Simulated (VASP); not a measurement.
# Cu5H in VASP: relaxation of the atoms with PBEsol

Aim: the relaxation of the atoms of Cu5H with PBEsol.

Everything below comes from runs of VASP 6.6.1. Logs are shortened: lines on timing, memory, paths and dates and some standing lists are left out, and cuts for length are marked.

## Step 1: The cell of the first run

The cell holds a slab with vacuum, 6 atoms: a = 2.520 Å, b = 2.520 Å, c = 26.127 Å, α = 90.00°, β = 90.00°, γ = 90.00°.

## Step 2: Relaxation of the atoms, PBEsol

Input file INCAR:

```
SYSTEM = Cu5H
PREC = Accurate
ENCUT = 520
EDIFF = 1E-7
ISMEAR = 0
SIGMA = 0.1
LREAL = .FALSE.
LASPH = .TRUE.
NELM = 120
ALGO = Normal
ISIF = 2
LWAVE = .FALSE.
LCHARG = .FALSE.
LDIPOL = .TRUE.
IDIPOL = 3
DIPOL = 0.5 0.5 0.483
GGA = PS
IBRION = 2
NSW = 90
EDIFFG = -0.03
GGA_COMPAT = .FALSE.
NELMIN = 4
NELMDL = -8
```

Input file KPOINTS:

```
Automatic mesh
0
G
  11 11 1
  0 0 0
```

Input file POSCAR:

```
Cu5H
1.0
    2.5196845175      0.0000000000      0.0000000000
    0.0000000000      2.5196845175      0.0000000000
    0.0000000000      0.0000000000     26.1267440352
Cu H
5 1
Selective dynamics
Direct
    0.5000000000      0.5000000000      0.3253371330  F F F
    0.0000000000      0.0000000000      0.3935310881  F F F
    0.5000000000      0.5000000000      0.4617595490  T T T
    0.0000000000      0.0000000000      0.5301405387  T T T
    0.5000000000      0.5000000000      0.5961312204  T T T
    0.0000000000      0.0000000000      0.5930692238  T T T
```

Potentials or basis: VASP PAW PBE potentials, release 64 (Cu, H).

Launch:

```sh
cat potpaw_PBE.64/Cu/POTCAR potpaw_PBE.64/H/POTCAR > POTCAR
mpirun -np 1 vasp_std > vasp.out
```

OUTCAR:

```text
SYSTEM = Cu5H
   PREC = Accurate
   ENCUT = 520
   EDIFF = 1E-7
   ISMEAR = 0
   LREAL = .FALSE.
   LASPH = .TRUE.
   NELM = 120
   ISIF = 2
   GGA = PS
   IBRION = 2
   NSW = 90
   EDIFFG = -0.03
   NELMIN = 4
   NELMDL = -8

 ion  position               nearest neighbor table
   1  0.500  0.500  0.325-   2 2.52   2 2.52   2 2.52   2 2.52
   2  0.000  0.000  0.394-   1 2.52   1 2.52   1 2.52   1 2.52   3 2.52   3 2.52   3 2.52   3 2.52

   3  0.500  0.500  0.462-   2 2.52   2 2.52   2 2.52   2 2.52   4 2.52   4 2.52   4 2.52   4 2.52

   4  0.000  0.000  0.530-   6 1.64   5 2.48   5 2.48   5 2.48   5 2.48   3 2.52   3 2.52   3 2.52
                             3 2.52
   5  0.500  0.500  0.596-   6 1.78   6 1.78   6 1.78   6 1.78   4 2.48   4 2.48   4 2.48   4 2.48

   6  0.000  0.000  0.593-   4 1.64   5 1.78   5 1.78   5 1.78   5 1.78

  LATTYP: Found a simple tetragonal cell.
 ALAT       =     2.5196845175
 C/A-ratio  =    10.3690536866

  Lattice vectors:

 A1 = (   2.5196845175,   0.0000000000,   0.0000000000)
 A2 = (   0.0000000000,   2.5196845175,   0.0000000000)
 A3 = (   0.0000000000,   0.0000000000,  26.1267440352)

Analysis of symmetry for initial positions (statically):
=====================================================================
 Subroutine PRICEL returns:
 Original cell was already a primitive cell.

 Routine SETGRP: Setting up the symmetry group for a
 simple tetragonal supercell.

 Subroutine GETGRP returns: Found  8 space group operations
 (whereof  8 operations were pure point group operations)
 out of a pool of 16 trial point group operations.

The static configuration has the point symmetry C_4v.

Analysis of symmetry for dynamics (positions and initial velocities):
=====================================================================
 Subroutine PRICEL returns:
 Original cell was already a primitive cell.

 Routine SETGRP: Setting up the symmetry group for a
 simple tetragonal supercell.

 Subroutine GETGRP returns: Found  8 space group operations
 (whereof  8 operations were pure point group operations)
 out of a pool of 16 trial point group operations.

The dynamic configuration has the point symmetry C_4v.

Analysis of constrained symmetry for selective dynamics:
=====================================================================
 Subroutine PRICEL returns:
 Original cell was already a primitive cell.

 Routine SETGRP: Setting up the symmetry group for a
 simple tetragonal supercell.

 Subroutine GETGRP returns: Found  8 space group operations
 (whereof  8 operations were pure point group operations)
 out of a pool of 16 trial point group operations.

The constrained configuration has the point symmetry C_4v.

 Subroutine INISYM returns: Found  8 space group operations
 (whereof  8 operations are pure point group operations),
 and found     1 'primitive' translations

----------------------------------------------------------------------------------------

                                     Primitive cell

  volume of cell :     165.8737

  direct lattice vectors                    reciprocal lattice vectors
     2.519684517  0.000000000  0.000000000     0.396875082  0.000000000  0.000000000
     0.000000000  2.519684517  0.000000000     0.000000000  0.396875082  0.000000000
     0.000000000  0.000000000 26.126744035     0.000000000  0.000000000  0.038274957

  length of vectors
     2.519684517  2.519684517 26.126744035     0.396875082  0.396875082  0.038274957

  position of ions in fractional coordinates (direct lattice)
     0.500000000  0.500000000  0.325337133
     0.000000000  0.000000000  0.393531088
     0.500000000  0.500000000  0.461759549
     0.000000000  0.000000000  0.530140539
     0.500000000  0.500000000  0.596131220
     0.000000000  0.000000000  0.593069224

  ion indices of the primitive-cell ions
   primitive index   ion index
                 1           1
                 2           2
                 3           3
                 4           4
                 5           5
                 6           6

----------------------------------------------------------------------------------------

 KPOINTS: Automatic mesh

Automatic generation of k-mesh.
 Grid dimensions read from file:
 generate k-points for:   11   11    1

 Generating k-lattice:

  Cartesian coordinates                     Fractional coordinates (reciprocal lattice)
     0.036079553  0.000000000  0.000000000     0.090909091  0.000000000  0.000000000
     0.000000000  0.036079553  0.000000000     0.000000000  0.090909091  0.000000000
     0.000000000  0.000000000  0.038274957     0.000000000  0.000000000  1.000000000

  Length of vectors
     0.036079553  0.036079553  0.038274957

  Shift w.r.t. Gamma in fractional coordinates (k-lattice)
     0.000000000  0.000000000  0.000000000

 Subroutine IBZKPT returns following result:
 ===========================================

 Found     21 irreducible k-points:

 Following reciprocal coordinates:
            Coordinates               Weight
  0.000000  0.000000  0.000000      1.000000
  0.090909  0.000000  0.000000      4.000000
  0.181818  0.000000  0.000000      4.000000
  0.272727  0.000000  0.000000      4.000000
  0.363636  0.000000  0.000000      4.000000
  0.454545  0.000000  0.000000      4.000000
[... 13 lines left out ...]
  0.454545  0.363636  0.000000      8.000000
  0.454545  0.454545  0.000000      4.000000
   k-points           NKPTS =     21   k-points in BZ     NKDIM =     21   number of bands    NBANDS=     33
   number of dos      NEDOS =    301   number of ions     NIONS =      6
   total plane-waves  NPLWV =  78400
   dimension x,y,z NGX =    20 NGY =   20 NGZ =  196
   dimension x,y,z NGXF=    40 NGYF=   40 NGZF=  392
   ions per type =               5   1
   NGX,Y,Z   is equivalent  to a cutoff of  13.20, 13.20, 12.47 a.u.
   NGXF,Y,Z  is equivalent  to a cutoff of  26.39, 26.39, 24.94 a.u.
 SYSTEM =  Cu5H
   PREC   = accura    normal or accurate (medium, high low for compatibility)
   ISTART =      0    job   : 0-new  1-cont  2-samecut
   ICHARG =      2    charge: 1-file 2-atom 10-const
   ISPIN  =      1    spin polarized calculation?
   LNONCOLLINEAR =      F non collinear calculations
   LSORBIT =      F    spin-orbit coupling
   LASPH  =      T    aspherical Exc in radial PAW
   ENCUT  =  520.0 eV  38.22 Ry    6.18 a.u.   4.68  4.68 48.58*2*pi/ulx,y,z
   NELM   =    120;   NELMIN=  4; NELMDL= -8     # of ELM steps
   EDIFF  = 0.1E-06   stopping-criterion for ELM
   LREAL  =      F    real-space projection
   EDIFFG = -.3E-01   stopping-criterion for IOM
   NSW    =     90    number of steps for IOM
   IBRION =      2    ionic relax: 0-MD 1-quasi-New 2-CG
   NFREE  =      1    steps in history (QN), initial steepest desc. (CG)
   ISIF   =      2    stress and relaxation
   ISYM   =      2    0-nonsym 1-usesym 2-fastsym
   POTIM  = 0.5000    time-step for ionic-motion
   TEBEG  =    0.0;   TEEND  =   0.0 temperature during run
   PSTRESS=    0.0 pullay stress
   NELECT =      56.0000    total number of electrons
   NUPDOWN=      -1.0000    fix difference up-down
   EMIN   =  10.00;   EMAX   =-10.00  energy-range for DOS
   EFERMI =   0.00;   METHOD = LEGACY
   ISMEAR =     0;   SIGMA  =   0.10  broadening in eV -4-tet -1-fermi 0-gaus
   EFERMI_NEDOS =   21; number of points for ismear=-14 and -15
   IALGO  =     38    algorithm
   IMIX   =      4    mixing-type and parameters
     AMIX     =   0.40;   BMIX     =  1.00
     AMIX_MAG =   1.60;   BMIX_MAG =  1.00
  volume/ion in A,a.u.               =      27.65       186.56
  Fermi-wavevector in a.u.,A,eV,Ry     =   1.139930  2.154156 17.679969  1.299441
  Thomas-Fermi vector in A             =   2.276633
   LORBIT       =      0    0 simple, 1 ext, 2 COOP (PROOUT), +10 PAW based schemes
   GGA     = PS    functional components
   LHFCALC =     F    Hartree Fock is set to
   AEXX    =    0.0000 exact exchange contribution
   IVDW    =     0    specifies the selected vdW correction
   LEPSILON=     F    determine dielectric tensor
   LRPA    =     F    only Hartree local field effects (RPA)
 conjugate gradient relaxation of ions
 non-spin polarized calculation
 Gauss-broadening in eV      SIGMA  =   0.10
  energy-cutoff  :      520.00
  volume of cell :      165.87
 maximum number of plane-waves:      4533
 NGX is ok and might be reduce to    20
   NGX =  9   NGY =  9   NGZ = 97

 dipolmoment           0.000000      0.000000      0.089970 electrons x Angstroem

--------------------------------------- Ionic step        1  -------------------------------------------

 number of electron      56.0000000 magnetization

 Free energy of the ion-electron system (eV)
  ---------------------------------------------------
  ext. energy  EPLUGINS =         0.00000000
  ---------------------------------------------------
  free energy    TOTEN  =       -23.30026332 eV

  energy without entropy =      -23.28624594  energy(sigma->0) =      -23.29325463

------------------------ aborting loop because EDIFF is reached ----------------------------------------

  FORCE on cell =-STRESS in cart. coord.  units (eV):
  Direction    XX          YY          ZZ          XY          YZ          ZX
  --------------------------------------------------------------------------------------
  -------------------------------------------------------------------------------------
  Total        1.0600532      1.0600532      2.1959597      0.0000000      0.0000000      0.0000000
  in kB       10.2390722     10.2390722     21.2108130      0.0000000      0.0000000      0.0000000
  external PRESSURE =      13.8963192 kB  Pullay stress =       0.0000000 kB
[... 101 lines left out ...]
  FREE ENERGIE OF THE ION-ELECTRON SYSTEM (eV)
  ---------------------------------------------------
  free  energy   TOTEN  =       -23.4353391706 eV

  energy  without entropy=      -23.4237378908  energy(sigma->0) =      -23.42953853

 E-fermi :   0.0081     XC(G=0):  -5.3128

 val. band max:       -0.0904343074   @ k =   0.4545   0.2727   0.0000
 cond. band min:       0.0837835012   @ k =   0.4545   0.0909   0.0000
 fundamental gap:      0.1742178086
 Fermi energy:         0.0080891743

 k-point     1 :       0.0000    0.0000    0.0000
  band No.  band energies     occupation
      1     -10.9687      2.00000
      2      -9.2984      2.00000
      3      -7.5210      2.00000
      4      -5.8763      2.00000
      5      -5.2022      2.00000
      6      -4.9538      2.00000
[... 745 lines left out ...]
     32       5.6754      0.00000
     33       6.8822      0.00000

[... ionic steps 4 to 16 ...]

--------------------------------------- Ionic step       17  -------------------------------------------

 number of electron      56.0000001 magnetization

------------------------ aborting loop because EDIFF is reached ----------------------------------------

 vacuum level on the upper side and lower side of the slab       (xc-potential included)        -0.251        -0.010

  FORCE on cell =-STRESS in cart. coord.  units (eV):
  Direction    XX          YY          ZZ          XY          YZ          ZX
  --------------------------------------------------------------------------------------
  -------------------------------------------------------------------------------------
  Total       -1.5963853     -1.5963853     -0.2591723      0.0000000      0.0000000     -0.0000000
  in kB      -15.4195134    -15.4195134     -2.5033499      0.0000000      0.0000000     -0.0000000
  external PRESSURE =     -11.1141255 kB  Pullay stress =       0.0000000 kB
[... 67 lines left out ...]
--------------------------------------- Ionic step       19  -------------------------------------------

 number of electron      56.0000002 magnetization

 dipolmoment           0.000000      0.000000     -0.008011 electrons x Angstroem

 Free energy of the ion-electron system (eV)
  ---------------------------------------------------
  ext. energy  EPLUGINS =         0.00000000
  ---------------------------------------------------
  free energy    TOTEN  =       -23.61859563 eV

  energy without entropy =      -23.60667655  energy(sigma->0) =      -23.61263609

 E-fermi :  -0.0403     XC(G=0):  -5.3643

 val. band max:       -0.0523672073   @ k =   0.4545   0.2727   0.0000
 cond. band min:      -0.0233709878   @ k =   0.2727   0.1818   0.0000
 fundamental gap:      0.0289962195
 Fermi energy:        -0.0402636375

 k-point     1 :       0.0000    0.0000    0.0000
  band No.  band energies     occupation
      1     -10.4583      2.00000
      2      -9.1286      2.00000
      3      -7.5381      2.00000
      4      -5.8385      2.00000
      5      -5.1401      2.00000
      6      -4.7918      2.00000
[... 745 lines left out ...]
     32       5.5970      0.00000
     33       6.8219      0.00000

------------------------ aborting loop because EDIFF is reached ----------------------------------------

 vacuum level on the upper side and lower side of the slab       (xc-potential included)        -0.209         0.019

  FORCE on cell =-STRESS in cart. coord.  units (eV):
  Direction    XX          YY          ZZ          XY          YZ          ZX
  --------------------------------------------------------------------------------------
  -------------------------------------------------------------------------------------
  Total       -1.5991818     -1.5991818     -0.2585877      0.0000000      0.0000000      0.0000000
  in kB      -15.4465250    -15.4465250     -2.4977030      0.0000000      0.0000000      0.0000000
  external PRESSURE =     -11.1302510 kB  Pullay stress =       0.0000000 kB
[... 21 lines left out ...]
  FREE ENERGIE OF THE ION-ELECTRON SYSTEM (eV)
  ---------------------------------------------------
  free  energy   TOTEN  =       -23.6185956301 eV

  energy  without entropy=      -23.6066765543  energy(sigma->0) =      -23.61263609

 reached required accuracy - stopping structural energy minimisation

 vacuum level on the upper side and lower side of the slab         4.273         4.504
```

Run time: 26 min. Hardware: 1 thread of Intel Xeon 6975P-C (Granite Rapids), shared host; peak memory 0.31 GiB.

What came out:

```yaml
Free_energy: -23.6186 eV
Energy_gained_by_relaxing: 53.1 meV/atom
Ionic_steps: 19
Band_gap_on_the_k_mesh: zero (bands 28 and 29 overlap by 3.68 eV)
```

Step by step:
| step | energy change (eV) | largest force on free atoms (eV/Å) | pressure (GPa) |
| --- | --- | --- | --- |
| 1 | 0.0000 | 1.4549 | 1.39 |
| 2 | -0.1108 | 0.6859 | 0.93 |
| 3 | -0.1351 | 0.6327 | 0.78 |
| 4 | -0.1757 | 0.4654 | 0.66 |
| 5 | -0.2134 | 0.5130 | 0.53 |
| 6 | -0.2471 | 0.3793 | 0.46 |
| 7 | -0.2794 | 0.2114 | 0.26 |
| 8 | -0.2796 | 0.1788 | 0.28 |
| 9 | -0.2859 | 0.1518 | 0.16 |
| 10 | -0.2997 | 0.1625 | -0.19 |
| 11 | -0.3056 | 0.3774 | -0.82 |
| 12 | -0.3086 | 0.3164 | -0.90 |
| 13 | -0.3128 | 0.1458 | -1.14 |
| 14 | -0.3129 | 0.1259 | -1.17 |
| 15 | -0.3139 | 0.1071 | -1.17 |
| 16 | -0.3164 | 0.0759 | -1.13 |
| 17 | -0.3180 | 0.0707 | -1.11 |
| 18 | -0.3181 | 0.0513 | -1.11 |
| 19 | -0.3183 | 0.0226 | -1.11 |

Final structure:
```xyz
6
Lattice="2.5197 0.0000 0.0000 0.0000 2.5197 0.0000 0.0000 0.0000 26.1267" Properties=species:S:1:pos:R:3 pbc="T T T"
Cu    1.2598    1.2598    8.5000
Cu    0.0000    0.0000   10.2817
Cu    1.2598    1.2598   12.0635
Cu    2.5197    0.0000   13.8356
Cu    1.2598    1.2598   15.7305
H     2.5197    0.0000   16.1920
```

Caveat: the PAW data sets were made with another functional, which shifts forces and pressure a little.
